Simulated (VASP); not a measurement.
Runs of VASP 6.6.1 on Si3Bi. The structure is that of space group Im-3m (No. 229), or close to it. The cells are those of the table. The cell was built from a structure type or drawn by symmetry, and may not be a known phase.

```tsv
task	cell	k mesh	cutoff (eV)	gap on the mesh (eV)	pressure (GPa)	relaxed volume (Å³/atom)
single point	a = 4.732 Å, angles 109.5°, 4 atoms	4 × 4 × 4	520	none	2.7	-
single point	a = 4.798 Å, angles 109.5°, 4 atoms	4 × 4 × 4	520	none	0.0	-
relaxation of cell and atoms	relaxed from a = 4.798 Å, angles 109.5°, 4 atoms	12 × 12 × 12	600	none	0.0	(a)
relaxation of cell and atoms	relaxed from a = 4.732 Å, angles 109.5°, 4 atoms	4 × 4 × 4	600	none	0.1	21.25
single point	a = 4.789 Å, angles 109.5°, 4 atoms	12 × 12 × 12	520	none	0.0	-
```

Alike in all rows: level PBE; potentials or basis VASP PAW PBE potentials, release 64 (Si, Bi_d); no spin polarisation; smearing gaussian 0.1 eV.

Q: Estimate the missing entries.

A: (a) 21.14.

Caveats: some runs use coarse meshes; spin-orbit coupling is left out, which moves the levels of the heavy elements.

A k mesh can miss the band edges, and the runs leave out spin-orbit coupling on Bi.

A gap of «none» marks levels without a gap at the run's occupations.
